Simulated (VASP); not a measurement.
Runs of VASP 6.6.1 on Tl. The structure is that of space group Cmme (No. 67), or close to it. The cells are those of the table. 

```csv
cell,gap on the mesh (eV),largest force (eV/Å)
"a = 3.362, b = 3.362, c = 8.436 Å, angles 105.4, 105.4, 109.5°, 2 atoms",none,(a)
"a = 3.362, b = 3.362, c = 9.335 Å, angles 103.9, 103.9, 109.5°, 2 atoms",none,(b)
"a = 3.362, b = 3.362, c = 6.929 Å, angles 108.9, 108.9, 109.5°, 2 atoms",none,0.14
"a = 3.362, b = 3.362, c = 7.138 Å, angles 108.3, 108.3, 109.5°, 2 atoms",none,0.19
"a = 3.362, b = 3.362, c = 7.562 Å, angles 107.2, 107.2, 109.5°, 2 atoms",none,0.13
```

Alike in all rows: task single point; level PBEsol; potentials or basis VASP PAW PBE potentials, release 64 (Tl_d); no spin polarisation; k mesh 6 × 6 × 6; cutoff (eV) 520; smearing fermi-dirac 0.1 eV.

**Question.** Estimate the missing entries.

**Answer.** (a) 0.08; (b) 0.17.

Caveats: some runs use coarse meshes; the PAW data sets were made with another functional, which shifts forces and pressure a little; spin-orbit coupling is left out, which moves the levels of the heavy elements.

A k mesh can miss the band edges, and the runs leave out spin-orbit coupling on Tl.

A gap of «none» marks levels without a gap at the run's occupations.
